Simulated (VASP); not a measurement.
Here is a VASP 6.6.1 calculation.

File INCAR:

```
  PREC = Accurate
  ENCUT = 520
  EDIFF = 1E-6
  ISMEAR = -1
  SIGMA = 0.1
  LREAL = F
  LASPH = T
  NELM = 60
  ALGO = Normal
  ISIF = 2
  LWAVE = F
  LCHARG = F
  GGA = RE
  NBANDS = 16
```

File KPOINTS:

```
Automatic mesh
0
Gamma
  18 18 18
```

Contents of POSCAR:

```
Co
1.0
    0.0000000000      2.4797380452      2.4797380452
    2.4797380452      0.0000000000      2.4797380452
    2.4797380452      2.4797380452      0.0000000000
Co
2
Direct
    0.1250000000      0.1250000000      0.1250000000
    0.8750000000      0.8750000000      0.8750000000
```

Potentials or basis: VASP PAW PBE potentials, release 64 (Co).

Run with:

```sh
$ cat potpaw_PBE.64/Co/POTCAR > POTCAR
$ mpirun -np 1 vasp_std > vasp.out
```

Problem. Estimate the band gap on the k mesh.

Solution. Zero (band 9 reaches 6.59 eV, above the bottom of band 10 at 5.85 eV).

Problem. Predict the pressure.

Solution. -0.8 GPa.

Caveat: the PAW data sets were made with another functional, which shifts forces and pressure a little; the run has no spin polarisation, though such a crystal can be magnetic. Spin polarisation is off, so any magnetic state and its effect on volume and gap are missing.
